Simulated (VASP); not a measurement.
Input of a VASP 6.6.1 run:

Contents of POSCAR:

```
TaAs
1.0
    0.0000000000      3.4397821606      0.0000000000
    3.4397821606      0.0000000000      0.0000000000
    1.7198910803      1.7198910803     -5.8678403894
As Ta
2 2
Direct
    0.4167017448      0.4167017448      0.1665965103
    0.1667017448      0.6667017448      0.6665965103
   -0.0007017448     -0.0007017448      0.0014034897
    0.7492982552      0.2492982552      0.5014034897
```

INCAR.step1

```
PREC = Accurate
ENCUT = 520
ISMEAR = 1
SIGMA = 0.0659
LREAL = False
LASPH = True
NELM = 80
NBANDS = 24
GGA = PE
ALGO = Normal
EDIFF = 1E-4
LWAVE = True
LCHARG = False
```

The input INCAR.step2:

```
PREC = Accurate
ENCUT = 520
EDIFF = 1E-6
ISMEAR = 1
SIGMA = 0.0659
LREAL = False
LASPH = True
NELM = 80
ALGO = Normal
ISIF = 2
LWAVE = False
LCHARG = False
METAGGA = R2SCAN
LMIXTAU = True
NBANDS = 24
ISTART = 1
```

Contents of KPOINTS:

```
regular mesh
0
Gamma
  8 8 8
```

Potentials or basis: VASP PAW PBE potentials, release 64 (As, Ta_pv).

Launch:

```bash
$ cat potpaw_PBE.64/As/POTCAR potpaw_PBE.64/Ta_pv/POTCAR > POTCAR
$ cp INCAR.step1 INCAR
$ mpirun -np 1 vasp_std > vasp.out
$ cp INCAR.step2 INCAR
$ mpirun -np 1 vasp_std > vasp.out
```

Problem. Predict the band gap on the k mesh.

Solution. Zero (bands 16 and 17 overlap by 0.05 eV).

Problem. What does it give for the pressure?

Solution. 0.5 GPa.

Problem. Estimate the largest force.

Solution. 0.011 eV/Å.

Forces on the atoms (eV/Å):
```
As   0.000  0.000 -0.011
As   0.000  0.000 -0.011
Ta   0.000  0.000  0.011
Ta   0.000  0.000  0.011
```

Caveat: the PAW data sets were made with another functional, which shifts forces and pressure a little; spin-orbit coupling is left out, which moves the levels of the heavy elements.
